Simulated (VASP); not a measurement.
Set up this calculation in VASP 6.6.1, as the native input.

| Property | Result |
| --- | --- |
| Task | single point |
| Functional | PBE |
| Dispersion | D3(BJ) |
| Potentials or basis | VASP PAW PBE potentials, release 64 (Se, W_sv) |
| Cutoff | 520 eV |
| k mesh | 9 × 9 × 1 |
| Occupations | gaussian, width 0.02 eV |
| Spin | no spin polarisation |
| Dipole correction | yes |
| Further INCAR settings | ALGO = Normal; EDIFF = 1e-06; NBANDS = 20 |

The structure of WSe2 lies in POSCAR:

```
WSe2
1.0
    3.4170000000      0.0000000000      0.0000000000
   -1.7085000000      2.9592088047      0.0000000000
    0.0000000000      0.0000000000     32.7373831004
Se W
2 1
Direct
    0.3333333333      0.6666666667      0.4467581146
    0.3333333333      0.6666666667      0.5532418854
    0.6666666667      0.3333333333      0.5000000000
```

One way to write it, as run:

INCAR

```
PREC     = Accurate       # precision mode
ENCUT    = 520            # plane-wave cutoff, eV
EDIFF    = 1E-6           # SCF threshold, eV
ISMEAR   = 0              # smearing method
SIGMA    = 0.02           # smearing width, eV
LREAL    = False          # projectors in reciprocal space
LASPH    = True           # aspherical terms in the spheres
NELM     = 100            # most SCF steps
ALGO     = Normal         # electronic algorithm
ISIF     = 2              # what is computed and relaxed
LWAVE    = False          # write WAVECAR
LCHARG   = True           # write CHGCAR
LDIPOL   = True         
IDIPOL   = 3            
DIPOL    = 0.5 0.5 0.500
GGA      = PE             # functional
IVDW     = 12             # dispersion correction
LELF     = True           # ELF
LVHAR    = True         
LVACPOTAV= True         
NBANDS   = 20             # bands
```

KPOINTS

```
Automatic mesh
0
Gamma
  9 9 1
```

Potentials or basis: VASP PAW PBE potentials, release 64 (Se, W_sv).

Command:

```bash
$ cat potpaw_PBE.64/Se/POTCAR potpaw_PBE.64/W_sv/POTCAR > POTCAR
$ mpirun -np 1 vasp_std > vasp.out
```

It gave:

```json
{"Largest force": "1.519 eV/Å", "Band gap on the k mesh": "1.39 eV", "Dispersion energy per atom": "-0.307 eV", "Ionisation potential of the upper face": "5.07 eV"}
```

Caveat: spin-orbit coupling is left out, which moves the levels of the heavy elements.

Run time: 80 s on 1 thread of Intel(R) Xeon(R) 6975P-C (Granite Rapids) (shared host), peak memory 0.49 GiB.
